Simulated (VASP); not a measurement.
A run of VASP 6.6.1 is set up as follows.

File INCAR:

```
SYSTEM = C
  PREC = Accurate
  ENCUT = 520
  EDIFF = 1E-6
  ISMEAR = -1
  SIGMA = 0.05
  LREAL = .False.
  LASPH = .True.
  NELM = 80
  ALGO = Normal
  ISIF = 2
  LWAVE = .False.
  LCHARG = .False.
  GGA = PS
  NBANDS = 11
```

Contents of KPOINTS:

```
Automatic mesh
0
Gamma
  18 18 18
  0 0 0
```

File POSCAR:

```
C
1.0
    0.0000000000      2.1340664971      3.3591230053
    1.2320797642      0.0000000000      3.3591230053
    1.2320797642      2.1340664971      0.0000000000
C
2
Direct
    0.1666700000      0.8333300000      0.1666700000
    0.8333300000      0.1666700000      0.8333300000
```

Potentials or basis: VASP PAW PBE potentials, release 64 (C).

Launch:

```sh
$ cat potpaw_PBE.64/C/POTCAR > POTCAR
$ mpirun -np 1 vasp_std > vasp.out
```

What does it give for the largest force?

0.004 eV/Å.

Estimate the pressure.

-0.7 GPa.

Forces on the atoms (eV/Å):
```
C    0.000  0.004  0.000
C    0.000 -0.004  0.000
```

Caveat: this functional lacks dispersion, which binds the layers, so the pressure and a relaxed spacing across them are unreliable; the PAW data sets were made with another functional, which shifts forces and pressure a little.
